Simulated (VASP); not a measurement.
# Al4Si in VASP: single point with PBEsol

Aim: the single point of Al4Si with PBEsol.

All numbers are computed with VASP 6.6.1; they aren't measurements. Logs are shortened: lines on timing, memory, paths and dates and some standing lists are left out, and cuts for length are marked.

**1. The cell of the first run**

The cell holds a slab with vacuum, 5 atoms: a = 2.839 Å, b = 2.839 Å, c = 24.031 Å, α = 90.00°, β = 90.00°, γ = 90.00°.

**2. Single point, PBEsol**

INCAR reads:

```
SYSTEM = Al4Si
PREC = Accurate
ENCUT = 520
EDIFF = 1E-6
ISMEAR = -1
SIGMA = 0.08
LREAL = .FALSE.
LASPH = .TRUE.
NELM = 80
ALGO = Normal
ISIF = 2
LWAVE = .FALSE.
LCHARG = .FALSE.
LDIPOL = .TRUE.
IDIPOL = 3
DIPOL = 0.5 0.5 0.500
GGA = PS
NBANDS = 16
```

KPOINTS reads:

```
Automatic mesh
0
G
  14 14 1
  0 0 0
```

POSCAR reads:

```
Al4Si
1.0
    2.8394494519      0.0000000000      0.0000000000
    0.0000000000      2.8394494519      0.0000000000
    0.0000000000      0.0000000000     24.0312000000
Si Al
1 4
Direct
    0.0000000000      0.0000000000      0.3302306759
    0.5000000000      0.5000000000      0.4149406378
    0.0000000000      0.0000000000      0.4999999975
    0.5000000000      0.5000000000      0.5850593614
    0.0000000000      0.0000000000      0.6697693273
```

Potentials or basis: VASP PAW PBE potentials, release 64 (Si, Al).

Started as:

```sh
> cat potpaw_PBE.64/Si/POTCAR potpaw_PBE.64/Al/POTCAR > POTCAR
> mpirun -np 1 vasp_std > vasp.out
```

OUTCAR:

```text
SYSTEM = Al4Si
   PREC = Accurate
   ENCUT = 520
   EDIFF = 1E-6
   ISMEAR = -1
   LREAL = .FALSE.
   LASPH = .TRUE.
   NELM = 80
   ISIF = 2
   GGA = PS

 ion  position               nearest neighbor table
   1  0.000  0.000  0.330-   2 2.86   2 2.86   2 2.86   2 2.86
   2  0.500  0.500  0.415-   1 2.86   1 2.86   1 2.86   1 2.86   3 2.87   3 2.87   3 2.87   3 2.87

   3  0.000  0.000  0.500-   2 2.87   2 2.87   2 2.87   2 2.87   4 2.87   4 2.87   4 2.87   4 2.87

   4  0.500  0.500  0.585-   5 2.86   5 2.86   5 2.86   5 2.86   3 2.87   3 2.87   3 2.87   3 2.87

   5  0.000  0.000  0.670-   4 2.86   4 2.86   4 2.86   4 2.86

  LATTYP: Found a simple tetragonal cell.
 ALAT       =     2.8394494519
 C/A-ratio  =     8.4633307995

  Lattice vectors:

 A1 = (   2.8394494519,   0.0000000000,   0.0000000000)
 A2 = (   0.0000000000,   2.8394494519,   0.0000000000)
 A3 = (   0.0000000000,   0.0000000000,  24.0312000000)

Analysis of symmetry for initial positions (statically):
=====================================================================
 Subroutine PRICEL returns:
 Original cell was already a primitive cell.

 Routine SETGRP: Setting up the symmetry group for a
 simple tetragonal supercell.

 Subroutine GETGRP returns: Found  8 space group operations
 (whereof  8 operations were pure point group operations)
 out of a pool of 16 trial point group operations.

The static configuration has the point symmetry C_4v.

Analysis of symmetry for dynamics (positions and initial velocities):
=====================================================================
 Subroutine PRICEL returns:
 Original cell was already a primitive cell.

 Routine SETGRP: Setting up the symmetry group for a
 simple tetragonal supercell.

 Subroutine GETGRP returns: Found  8 space group operations
 (whereof  8 operations were pure point group operations)
 out of a pool of 16 trial point group operations.

The dynamic configuration has the point symmetry C_4v.

 Subroutine INISYM returns: Found  8 space group operations
 (whereof  8 operations are pure point group operations),
 and found     1 'primitive' translations

----------------------------------------------------------------------------------------

                                     Primitive cell

  volume of cell :     193.7509

  direct lattice vectors                    reciprocal lattice vectors
     2.839449452  0.000000000  0.000000000     0.352180948  0.000000000  0.000000000
     0.000000000  2.839449452  0.000000000     0.000000000  0.352180948  0.000000000
     0.000000000  0.000000000 24.031200000     0.000000000  0.000000000  0.041612570
[... 104 lines left out ...]
   EFERMI =   0.00;   METHOD = LEGACY
   ISMEAR =    -1;   SIGMA  =   0.08  broadening in eV -4-tet -1-fermi 0-gaus
   EFERMI_NEDOS =   21; number of points for ismear=-14 and -15
   IALGO  =     38    algorithm
   IMIX   =      4    mixing-type and parameters
     AMIX     =   0.40;   BMIX     =  1.00
     AMIX_MAG =   1.60;   BMIX_MAG =  1.00
  volume/ion in A,a.u.               =      38.75       261.50
  Fermi-wavevector in a.u.,A,eV,Ry     =   0.712908  1.347201  6.914998  0.508238
  Thomas-Fermi vector in A             =   1.800407
   LORBIT       =      0    0 simple, 1 ext, 2 COOP (PROOUT), +10 PAW based schemes
   GGA     = PS    functional components
   LHFCALC =     F    Hartree Fock is set to
   AEXX    =    0.0000 exact exchange contribution
   IVDW    =     0    specifies the selected vdW correction
   LEPSILON=     F    determine dielectric tensor
   LRPA    =     F    only Hartree local field effects (RPA)
 non-spin polarized calculation
  energy-cutoff  :      520.00
  volume of cell :      193.75
 maximum number of plane-waves:      5261
 NGX is ok and might be reduce to    24
   NGX = 11   NGY = 11   NGZ = 89

 dipolmoment           0.000000      0.000000      0.016519 electrons x Angstroem

 number of electron      16.0000001 magnetization

 dipolmoment           0.000000      0.000000     -0.014553 electrons x Angstroem

 Free energy of the ion-electron system (eV)
  ---------------------------------------------------
  ext. energy  EPLUGINS =         0.00000000
  ---------------------------------------------------
  free energy    TOTEN  =       -20.76253483 eV

  energy without entropy =      -20.72165058  energy(sigma->0) =      -20.74209271

 E-fermi :   0.8922     XC(G=0):  -5.1623

 val. band max:        0.8424972156   @ k =   0.5000   0.5000   0.0000
 cond. band min:       0.8923032004   @ k =   0.2857   0.0000   0.0000
 fundamental gap:      0.0498059848
 Fermi energy:         0.8922186547

 k-point     1 :       0.0000    0.0000    0.0000
  band No.  band energies     occupation
      1     -10.3564      2.00000
      2      -9.5626      2.00000
      3      -8.0844      2.00000
      4      -6.0333      2.00000
      5      -3.5671      2.00000
      6      -1.6092      2.00000
[... 433 lines left out ...]
      3      -5.0179      2.00000
      4      -3.0219      2.00000
      5      -2.1230      2.00000
      6      -1.4589      2.00000
[... 8 lines left out ...]
     15       5.0998      0.00000
     16       6.1804      0.00000

 [... further k-points ...]

------------------------ aborting loop because EDIFF is reached ----------------------------------------

 vacuum level on the upper side and lower side of the slab       (xc-potential included)        -0.253         0.024

  FORCE on cell =-STRESS in cart. coord.  units (eV):
  Direction    XX          YY          ZZ          XY          YZ          ZX
  --------------------------------------------------------------------------------------
  -------------------------------------------------------------------------------------
  Total       -3.0861409     -3.0861409     -1.6279694      0.0000000     -0.0000000      0.0000000
  in kB      -25.5201131    -25.5201131    -13.4621083      0.0000000     -0.0000000      0.0000000
  external PRESSURE =     -21.5007782 kB  Pullay stress =       0.0000000 kB

 VOLUME and BASIS-vectors are now :
 -----------------------------------------------------------------------------
  energy-cutoff  :      520.00
  volume of cell :      193.75
      direct lattice vectors                 reciprocal lattice vectors
     2.839449452  0.000000000  0.000000000     0.352180948  0.000000000  0.000000000
     0.000000000  2.839449452  0.000000000     0.000000000  0.352180948  0.000000000
     0.000000000  0.000000000 24.031200000     0.000000000  0.000000000  0.041612570

 POSITION                                       TOTAL-FORCE (eV/Angst)
 -----------------------------------------------------------------------------------
      0.00000      0.00000      7.93584         0.000000      0.000000      0.630955
      1.41972      1.41972      9.97152         0.000000     -0.000000     -0.486035
      0.00000      0.00000     12.01560         0.000000      0.000000     -0.098941
      1.41972      1.41972     14.05968         0.000000      0.000000     -0.070507
      0.00000      0.00000     16.09536         0.000000     -0.000000      0.024529
 -----------------------------------------------------------------------------------
    total drift:                               -0.000000      0.000000     -0.000012

  FREE ENERGIE OF THE ION-ELECTRON SYSTEM (eV)
  ---------------------------------------------------
  free  energy   TOTEN  =       -20.7625348285 eV

  energy  without entropy=      -20.7216505842  energy(sigma->0) =      -20.74209271

 vacuum level on the upper side and lower side of the slab         5.177         5.459
```

OSZICAR:

```text
N       E                     dE             d eps       ncg     rms          rms(c)
DAV:   1     0.403233129799E+02    0.40323E+02   -0.49276E+03  1152   0.724E+02
DAV:   2    -0.188685788031E+02   -0.59192E+02   -0.52920E+02  1664   0.116E+02
DAV:   3    -0.213330974444E+02   -0.24645E+01   -0.24231E+01  1568   0.247E+01
[... 16 lines left out ...]
DAV:  20    -0.207624998821E+02   -0.40548E-04   -0.18195E-06  1192   0.421E-03    0.143E-03
DAV:  21    -0.207625217947E+02   -0.21913E-04   -0.12312E-06  1120   0.314E-03    0.804E-04
DAV:  22    -0.207625331130E+02   -0.11318E-04   -0.97050E-07  1080   0.272E-03    0.511E-04
DAV:  23    -0.207625343705E+02   -0.12575E-05   -0.55857E-08  1120   0.910E-04    0.244E-04
DAV:  24    -0.207625348285E+02   -0.45793E-06   -0.19788E-08  1000   0.582E-04
   1 F= -.20762535E+02 E0= -.20742093E+02  d E =-.408842E-01
```

Wall time 81 s (1 thread of Intel Xeon 6975P-C (Granite Rapids), shared host); peak memory 0.35 GiB.

Results:

- Free energy: -20.7625 eV
- Largest force: 0.631 eV/Å
- Band gap on the k mesh: zero (bands 8 and 9 overlap by 4.25 eV)

Forces on the atoms (eV/Å):
```
Si   0.000  0.000  0.631
Al   0.000  0.000 -0.486
Al   0.000  0.000 -0.099
Al   0.000  0.000 -0.071
Al   0.000  0.000  0.025
```

Caveat: the PAW data sets were made with another functional, which shifts forces and pressure a little.

The gap in the log of VASP goes by the Fermi energy; the results here count the filled bands.